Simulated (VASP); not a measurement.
# Al4Ru3 in VASP: single point with r2SCAN

Aim: the single point of Al4Ru3 with r2SCAN.

Everything below comes from runs of VASP 6.6.1. Logs are shortened: lines on timing, memory, paths and dates and some standing lists are left out, and cuts for length are marked.

**1. The cell of the first run**

The cell holds a slab with vacuum, 7 atoms: a = 2.983 Å, b = 2.983 Å, c = 23.948 Å, α = 90.00°, β = 90.00°, γ = 90.00°.

**2. Single point, r2SCAN**

POSCAR

```
Al4Ru3
1.0
    2.9826244061      0.0000000000      0.0000000000
    0.0000000000      2.9826244061      0.0000000000
    0.0000000000      0.0000000000     23.9478732184
Al Ru
4 3
Direct
    0.0000000000      0.0000000000      0.3131802115
    0.0000000000      0.0000000000      0.4377267372
    0.0000000000      0.0000000000      0.5622732628
    0.0000000000      0.0000000000      0.6868197885
    0.5000000000      0.5000000000      0.3754534743
    0.5000000000      0.5000000000      0.5000000000
    0.5000000000      0.5000000000      0.6245465257
```

INCAR.step1

```
SYSTEM = Al4Ru3
PREC = Accurate
ENCUT = 520
ISMEAR = -1
SIGMA = 0.3
LREAL = .FALSE.
LASPH = .TRUE.
NELM = 100
LDIPOL = .TRUE.
IDIPOL = 3
DIPOL = 0.5 0.5 0.500
NBANDS = 36
GGA = PE
ALGO = Normal
EDIFF = 1E-4
LWAVE = .TRUE.
LCHARG = .FALSE.
```

INCAR.step2

```
SYSTEM = Al4Ru3
PREC = Accurate
ENCUT = 520
EDIFF = 1E-7
ISMEAR = -1
SIGMA = 0.3
LREAL = .FALSE.
LASPH = .TRUE.
NELM = 100
ALGO = Normal
ISIF = 2
LWAVE = .FALSE.
LCHARG = .TRUE.
LDIPOL = .TRUE.
IDIPOL = 3
DIPOL = 0.5 0.5 0.500
METAGGA = R2SCAN
LMIXTAU = .TRUE.
LELF = .TRUE.
LVHAR = .TRUE.
LVACPOTAV = .TRUE.
NBANDS = 36
ISTART = 1
```

KPOINTS

```
regular mesh
0
G
  12 12 1
  0 0 0
```

Potentials or basis: VASP PAW PBE potentials, release 64 (Al, Ru_pv).

On the command line:

```
> cat potpaw_PBE.64/Al/POTCAR potpaw_PBE.64/Ru_pv/POTCAR > POTCAR
> cp INCAR.step1 INCAR
> mpirun -np 1 vasp_std > vasp.out
> cp INCAR.step2 INCAR
> mpirun -np 1 vasp_std > vasp.out
```

OUTCAR:

```text
SYSTEM = Al4Ru3
   PREC = Accurate
   ENCUT = 520
   EDIFF = 1E-7
   ISMEAR = -1
   LREAL = .FALSE.
   LASPH = .TRUE.
   NELM = 100
   ISIF = 2
   METAGGA = R2SCAN
   ISTART = 1

 ion  position               nearest neighbor table
   1  0.000  0.000  0.313-   5 2.58   5 2.58   5 2.58   5 2.58   2 2.98
   2  0.000  0.000  0.438-   6 2.58   6 2.58   6 2.58   6 2.58   5 2.58   5 2.58   5 2.58   5 2.58
                             3 2.98   1 2.98
   3  0.000  0.000  0.562-   6 2.58   6 2.58   6 2.58   6 2.58   7 2.58   7 2.58   7 2.58   7 2.58
                             2 2.98   4 2.98
   4  0.000  0.000  0.687-   7 2.58   7 2.58   7 2.58   7 2.58   3 2.98
   5  0.500  0.500  0.375-   1 2.58   1 2.58   1 2.58   1 2.58   2 2.58   2 2.58   2 2.58   2 2.58
                             6 2.98
   6  0.500  0.500  0.500-   2 2.58   3 2.58   2 2.58   3 2.58   2 2.58   3 2.58   2 2.58   3 2.58
                             5 2.98   7 2.98
   7  0.500  0.500  0.625-   4 2.58   4 2.58   4 2.58   4 2.58   3 2.58   3 2.58   3 2.58   3 2.58
                             6 2.98

  LATTYP: Found a simple tetragonal cell.
 ALAT       =     2.9826244061
 C/A-ratio  =     8.0291280288

  Lattice vectors:

 A1 = (   2.9826244061,   0.0000000000,   0.0000000000)
 A2 = (   0.0000000000,   2.9826244061,   0.0000000000)
 A3 = (   0.0000000000,   0.0000000000,  23.9478732184)

Analysis of symmetry for initial positions (statically):
=====================================================================
 Subroutine PRICEL returns:
 Original cell was already a primitive cell.

 Routine SETGRP: Setting up the symmetry group for a
 simple tetragonal supercell.

 Subroutine GETGRP returns: Found 16 space group operations
 (whereof 16 operations were pure point group operations)
 out of a pool of 16 trial point group operations.

The static configuration has the point symmetry D_4h.

Analysis of symmetry for dynamics (positions and initial velocities):
=====================================================================
 Subroutine PRICEL returns:
 Original cell was already a primitive cell.

 Routine SETGRP: Setting up the symmetry group for a
 simple tetragonal supercell.

 Subroutine GETGRP returns: Found 16 space group operations
 (whereof 16 operations were pure point group operations)
 out of a pool of 16 trial point group operations.

The dynamic configuration has the point symmetry D_4h.

 Subroutine INISYM returns: Found 16 space group operations
 (whereof 16 operations are pure point group operations),
 and found     1 'primitive' translations

----------------------------------------------------------------------------------------

                                     Primitive cell

  volume of cell :     213.0414

  direct lattice vectors                    reciprocal lattice vectors
     2.982624406  0.000000000  0.000000000     0.335275202  0.000000000  0.000000000
     0.000000000  2.982624406  0.000000000     0.000000000  0.335275202  0.000000000
     0.000000000  0.000000000 23.947873218     0.000000000  0.000000000  0.041757362

  length of vectors
     2.982624406  2.982624406 23.947873218     0.335275202  0.335275202  0.041757362

  position of ions in fractional coordinates (direct lattice)
     0.000000000  0.000000000  0.313180211
     0.000000000  0.000000000  0.437726737
     0.000000000  0.000000000  0.562273263
     0.000000000  0.000000000  0.686819789
     0.500000000  0.500000000  0.375453474
     0.500000000  0.500000000  0.500000000
     0.500000000  0.500000000  0.624546526

  ion indices of the primitive-cell ions
   primitive index   ion index
                 1           1
                 2           2
                 3           3
                 4           4
                 5           5
                 6           6
                 7           7

----------------------------------------------------------------------------------------

 KPOINTS: regular mesh

Automatic generation of k-mesh.
 Grid dimensions read from file:
 generate k-points for:   12   12    1

 Generating k-lattice:

  Cartesian coordinates                     Fractional coordinates (reciprocal lattice)
     0.027939600  0.000000000  0.000000000     0.083333333  0.000000000  0.000000000
     0.000000000  0.027939600  0.000000000     0.000000000  0.083333333  0.000000000
     0.000000000  0.000000000  0.041757362     0.000000000  0.000000000  1.000000000

  Length of vectors
     0.027939600  0.027939600  0.041757362

  Shift w.r.t. Gamma in fractional coordinates (k-lattice)
     0.000000000  0.000000000  0.000000000

 Subroutine IBZKPT returns following result:
 ===========================================

 Found     28 irreducible k-points:

 Following reciprocal coordinates:
            Coordinates               Weight
  0.000000  0.000000  0.000000      1.000000
  0.083333  0.000000  0.000000      4.000000
  0.166667  0.000000  0.000000      4.000000
  0.250000  0.000000  0.000000      4.000000
  0.333333  0.000000  0.000000      4.000000
  0.416667  0.000000  0.000000      4.000000
[... 16 lines left out ...]
  0.333333  0.333333  0.000000      4.000000
  0.416667  0.333333  0.000000      8.000000
 [... further k-points ...]
   k-points           NKPTS =     28   k-points in BZ     NKDIM =     28   number of bands    NBANDS=     36
   number of dos      NEDOS =    301   number of ions     NIONS =      7
   total plane-waves  NPLWV = 103680
   dimension x,y,z NGX =    24 NGY =   24 NGZ =  180
   dimension x,y,z NGXF=    48 NGYF=   48 NGZF=  360
   ions per type =               4   3
   NGX,Y,Z   is equivalent  to a cutoff of  13.38, 13.38, 12.50 a.u.
   NGXF,Y,Z  is equivalent  to a cutoff of  26.75, 26.75, 24.99 a.u.
 SYSTEM =  Al4Ru3
   PREC   = accura    normal or accurate (medium, high low for compatibility)
   ISTART =      1    job   : 0-new  1-cont  2-samecut
   ICHARG =      0    charge: 1-file 2-atom 10-const
   ISPIN  =      1    spin polarized calculation?
   LNONCOLLINEAR =      F non collinear calculations
   LSORBIT =      F    spin-orbit coupling
   LASPH  =      T    aspherical Exc in radial PAW
   ENCUT  =  520.0 eV  38.22 Ry    6.18 a.u.   5.55  5.55 44.53*2*pi/ulx,y,z
   NELM   =    100;   NELMIN=  2; NELMDL=  0     # of ELM steps
   EDIFF  = 0.1E-06   stopping-criterion for ELM
   LREAL  =      F    real-space projection
   EDIFFG = 0.1E-05   stopping-criterion for IOM
   NSW    =      0    number of steps for IOM
   IBRION =     -1    ionic relax: 0-MD 1-quasi-New 2-CG
   NFREE  =      0    steps in history (QN), initial steepest desc. (CG)
   ISIF   =      2    stress and relaxation
   ISYM   =      2    0-nonsym 1-usesym 2-fastsym
   POTIM  = 0.5000    time-step for ionic-motion
   TEBEG  =    0.0;   TEEND  =   0.0 temperature during run
   PSTRESS=    0.0 pullay stress
   NELECT =      54.0000    total number of electrons
   NUPDOWN=      -1.0000    fix difference up-down
   EMIN   =  10.00;   EMAX   =-10.00  energy-range for DOS
   EFERMI =   0.00;   METHOD = LEGACY
   ISMEAR =    -1;   SIGMA  =   0.30  broadening in eV -4-tet -1-fermi 0-gaus
   EFERMI_NEDOS =   21; number of points for ismear=-14 and -15
   IALGO  =     38    algorithm
   IMIX   =      4    mixing-type and parameters
     AMIX     =   0.40;   BMIX     =  1.00
     AMIX_MAG =   1.60;   BMIX_MAG =  1.00
  volume/ion in A,a.u.               =      30.43       205.38
  Fermi-wavevector in a.u.,A,eV,Ry     =   1.036060  1.957869 14.604758  1.073419
  Thomas-Fermi vector in A             =   2.170432
   LORBIT       =      0    0 simple, 1 ext, 2 COOP (PROOUT), +10 PAW based schemes
   METAGGA = R2SCAN    functional components
   LHFCALC =     F    Hartree Fock is set to
   AEXX    =    0.0000 exact exchange contribution
   IVDW    =     0    specifies the selected vdW correction
   LEPSILON=     F    determine dielectric tensor
   LRPA    =     F    only Hartree local field effects (RPA)
 non-spin polarized calculation
  energy-cutoff  :      520.00
  volume of cell :      213.04
 maximum number of plane-waves:      5785
 NGX is ok and might be reduce to    24
   NGX = 11   NGY = 11   NGZ = 89

 number of electron      53.9999995 magnetization

 dipolmoment           0.000000      0.000000     -0.000000 electrons x Angstroem

 Free energy of the ion-electron system (eV)
  ---------------------------------------------------
  ext. energy  EPLUGINS =         0.00000000
  ---------------------------------------------------
  free energy    TOTEN  =      -106.93554626 eV

  energy without entropy =     -105.73965693  energy(sigma->0) =     -106.33760160

 E-fermi :   2.8460     XC(G=0):  -6.7969

 val. band max:        2.8361871228   @ k =   0.0000   0.0000   0.0000
 cond. band min:       2.8769990918   @ k =   0.0833   0.0000   0.0000
 fundamental gap:      0.0408119690
 Fermi energy:         2.8460495407

 k-point     1 :       0.0000    0.0000    0.0000
  band No.  band energies     occupation
      1     -40.6894      2.00000
      2     -40.6442      2.00000
      3     -40.5115      2.00000
      4     -40.5115      2.00000
      5     -40.5111      2.00000
      6     -40.5111      2.00000
[... 28 lines left out ...]
     35       7.9166      0.00000
     36       9.4326      0.00000

 k-point     2 :       0.0833    0.0000    0.0000
  band No.  band energies     occupation
      1     -40.6874      2.00000
      2     -40.6424      2.00000
      3     -40.5275      2.00000
      4     -40.5270      2.00000
      5     -40.5101      2.00000
      6     -40.5097      2.00000
[... 28 lines left out ...]
     35       8.0295      0.00000
     36       8.6398      0.00000

 k-point     3 :       0.1667    0.0000    0.0000
  band No.  band energies     occupation
      1     -40.6820      2.00000
      2     -40.6377      2.00000
      3     -40.5710      2.00000
      4     -40.5704      2.00000
      5     -40.5063      2.00000
      6     -40.5058      2.00000
[... 28 lines left out ...]
     35       7.4810      0.00000
     36       8.2842      0.00000

 k-point     4 :       0.2500    0.0000    0.0000
  band No.  band energies     occupation
      1     -40.6747      2.00000
      2     -40.6311      2.00000
      3     -40.6299      2.00000
      4     -40.6293      2.00000
      5     -40.5070      2.00000
      6     -40.5010      2.00000
[... 28 lines left out ...]
     35       7.3714      0.00000
     36       8.0548      0.00000

 k-point     5 :       0.3333    0.0000    0.0000
  band No.  band energies     occupation
      1     -40.6885      2.00000
      2     -40.6877      2.00000
      3     -40.6673      2.00000
      4     -40.6245      2.00000
      5     -40.5652      2.00000
      6     -40.4957      2.00000
[... 655 lines left out ...]
 k-point    22 :       0.5000    0.2500    0.0000
  band No.  band energies     occupation
      1     -40.7317      2.00000
      2     -40.7309      2.00000
      3     -40.6470      2.00000
      4     -40.6085      2.00000
      5     -40.6058      2.00000
      6     -40.6045      2.00000
[... 28 lines left out ...]
     35       8.4866      0.00000
     36       8.8608      0.00000

 k-point    23 :       0.3333    0.3333    0.0000
  band No.  band energies     occupation
      1     -40.6697      2.00000
      2     -40.6690      2.00000
      3     -40.6659      2.00000
      4     -40.6653      2.00000
      5     -40.6472      2.00000
      6     -40.6060      2.00000
[... 28 lines left out ...]
     35       7.8495      0.00000
     36       8.3958      0.00000

 k-point    24 :       0.4167    0.3333    0.0000
  band No.  band energies     occupation
      1     -40.7092      2.00000
      2     -40.7085      2.00000
      3     -40.6627      2.00000
      4     -40.6621      2.00000
      5     -40.6423      2.00000
      6     -40.6014      2.00000
[... 28 lines left out ...]
     35       7.7706      0.00000
     36       8.2096      0.00000

 [... further k-points ...]
[... 5 lines left out ...]
  --------------------------------------------------------------------------------------
  -------------------------------------------------------------------------------------
  Total       -1.1849095     -1.1849095     -3.3151873      0.0000000      0.0000000     -0.0000000
  in kB       -8.9111075     -8.9111075    -24.9318538      0.0000000      0.0000000     -0.0000000
  external PRESSURE =     -14.2513563 kB  Pullay stress =       0.0000000 kB

 VOLUME and BASIS-vectors are now :
 -----------------------------------------------------------------------------
  energy-cutoff  :      520.00
  volume of cell :      213.04
      direct lattice vectors                 reciprocal lattice vectors
     2.982624406  0.000000000  0.000000000     0.335275202  0.000000000  0.000000000
     0.000000000  2.982624406  0.000000000     0.000000000  0.335275202  0.000000000
     0.000000000  0.000000000 23.947873218     0.000000000  0.000000000  0.041757362

 POSITION                                       TOTAL-FORCE (eV/Angst)
 -----------------------------------------------------------------------------------
      0.00000      0.00000      7.50000        -0.000000      0.000000      1.238631
      0.00000      0.00000     10.48262         0.000000     -0.000000      0.081217
      0.00000      0.00000     13.46525        -0.000000     -0.000000     -0.081217
      0.00000      0.00000     16.44787        -0.000000      0.000000     -1.238631
      1.49131      1.49131      8.99131        -0.000000     -0.000000     -1.347778
      1.49131      1.49131     11.97394        -0.000000     -0.000000      0.000000
      1.49131      1.49131     14.95656        -0.000000      0.000000      1.347778
 -----------------------------------------------------------------------------------
    total drift:                                0.000000     -0.000000     -0.000000

  FREE ENERGIE OF THE ION-ELECTRON SYSTEM (eV)
  ---------------------------------------------------
  free  energy   TOTEN  =      -106.9355462599 eV

  energy  without entropy=     -105.7396569333  energy(sigma->0) =     -106.33760160

 vacuum level on the upper side and lower side of the slab         6.466         6.466
```

It took 16 min on 1 thread of Intel Xeon Platinum 8488C (Sapphire Rapids), shared host; peak memory 0.46 GiB.

Results:

* Free energy: -106.9355 eV
* Largest force: 1.348 eV/Å
* Band gap on the k mesh: zero (band 27 reaches 4.45 eV, above the bottom of band 28 at 1.93 eV)

Forces on the atoms (eV/Å):
```
Al   0.000  0.000  1.239
Al   0.000  0.000  0.081
Al   0.000  0.000 -0.081
Al   0.000  0.000 -1.239
Ru   0.000  0.000 -1.348
Ru   0.000  0.000  0.000
Ru   0.000  0.000  1.348
```

Levels at points of the mesh, in eV from the Fermi level:
```
           k point  band 24  band 25  band 26  band 27  band 28  band 29  band 30  band 31  band 32  band 33
(0.00, 0.00, 0.00)    -0.43    -0.43    -0.06    -0.01     0.10     0.18     0.19     2.69     3.53     3.62
(0.50, 0.00, 0.00)    -1.82    -1.57    -1.30    -0.79    -0.10     0.31     0.31     1.62     1.97     2.27
(0.50, 0.50, 0.00)     0.51     0.51     1.50     1.51     1.63     1.88     2.03     2.49     2.49     3.83
```

Caveat: the PAW data sets were made with another functional, which shifts forces and pressure a little.
